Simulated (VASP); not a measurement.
Here is a VASP 6.6.1 calculation.

File INCAR:

```
ALGO     = Normal         # electronic algorithm
EDIFF    = 1E-6           # SCF threshold, eV
ENCUT    = 520            # plane-wave cutoff, eV
ISIF     = 2              # what is computed and relaxed
ISMEAR   = -1             # smearing method
LASPH    = True           # aspherical terms in the spheres
LCHARG   = False          # write CHGCAR
LREAL    = False          # projectors in reciprocal space
LWAVE    = False          # write WAVECAR
NBANDS   = 19             # bands
NELM     = 80             # most SCF steps
PREC     = Accurate       # precision mode
SIGMA    = 0.05           # smearing width, eV
```

Contents of KPOINTS:

```
k-points
0
Gamma
  8 8 4
```

Contents of POSCAR:

```
TiTe2
1.0
    3.7770000000      0.0000000000      0.0000000000
   -1.8885000000      3.2709779501      0.0000000000
    0.0000000000      0.0000000000      6.4980000000
Te Ti
2 1
Direct
    0.3333333333      0.6666666667      0.7372000000
    0.6666666667      0.3333333333      0.2628000000
    0.0000000000      0.0000000000      0.0000000000
```

Potentials or basis: VASP PAW LDA potentials, release 64 (Te, Ti_sv).

Run with:

```console
$ cat potpaw_LDA.64/Te/POTCAR potpaw_LDA.64/Ti_sv/POTCAR > POTCAR
$ mpirun -np 1 vasp_std > vasp.out
```

Question: Predict the largest force.

Answer: 0.281 eV/Å.

Question: What does it give for the pressure?

Answer: -4.0 GPa.

Question: What does it give for the band gap on the k mesh?

Answer: Zero (band 12 reaches 7.01 eV, above the bottom of band 13 at 6.34 eV).

Stress tensor (GPa, compression positive):
```
-4.09  0.00  0.00
 0.00 -4.09  0.00
 0.00  0.00 -3.85
```

Caveat: spin-orbit coupling is left out, which moves the levels of the heavy elements.
